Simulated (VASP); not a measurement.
Write the native input for VASP 6.6.1 that does the following.

* Task: single point
* Functional: PBE
* Potentials or basis: VASP PAW PBE potentials, release 64 (Al, B, N)
* Cutoff: 520 eV
* k mesh: 6 × 6 × 4
* Occupations: gaussian, width 0.1 eV
* Spin: no spin polarisation
* Dipole correction: no
* Further INCAR settings: ALGO = Normal; EDIFF = 1e-06; NBANDS = 20

The structure of Al3BN2 lies in POSCAR:

```
Al3BN2
1.0
    4.0481248600      0.0000000000      0.0000000000
   -2.0240624300      3.5057789700      0.0000000000
    0.0000000000      0.0000000000      6.2170662600
Al B N
3 1 2
Direct
    0.3333333300      0.6666666700      0.5000000000
    0.6666666700      0.3333333300      0.5000000000
    0.0000000000      0.0000000000      0.0000000000
    0.0000000000      0.0000000000      0.5000000000
    0.3333333300      0.6666666700      0.0000000000
    0.6666666700      0.3333333300      0.0000000000
```

The input as run:

INCAR

```
SYSTEM = Al3BN2
PREC     = Accurate       ! precision mode
ENCUT    = 520            ! plane-wave cutoff, eV
EDIFF    = 1E-6           ! SCF threshold, eV
ISMEAR   = 0              ! smearing method
SIGMA    = 0.1            ! smearing width, eV
LREAL    = .False.        ! projectors in reciprocal space
LASPH    = .True.         ! aspherical terms in the spheres
NELM     = 60             ! most SCF steps
ALGO     = Normal         ! electronic algorithm
ISIF     = 2              ! what is computed and relaxed
LWAVE    = .False.        ! write WAVECAR
LCHARG   = .True.         ! write CHGCAR
GGA      = PE             ! functional
LELF     = .True.         ! ELF
LVHAR    = .True.       
NBANDS   = 20             ! bands
```

KPOINTS

```
regular mesh
0
Gamma
  6 6 4
  0 0 0
```

Potentials or basis: VASP PAW PBE potentials, release 64 (Al, B, N).

The run is started by

```console
$ cat potpaw_PBE.64/Al/POTCAR potpaw_PBE.64/B/POTCAR potpaw_PBE.64/N/POTCAR > POTCAR
$ mpirun -np 1 vasp_std > vasp.out
```

Results of the run:

The pressure is -12.2 GPa and the band gap on the k mesh is zero (band 11 reaches 4.89 eV, above the bottom of band 12 at 4.56 eV).

It took 32 s on 1 thread of AMD EPYC 7R13 Processor (Zen 3), on a shared host, peak memory 0.17 GiB.
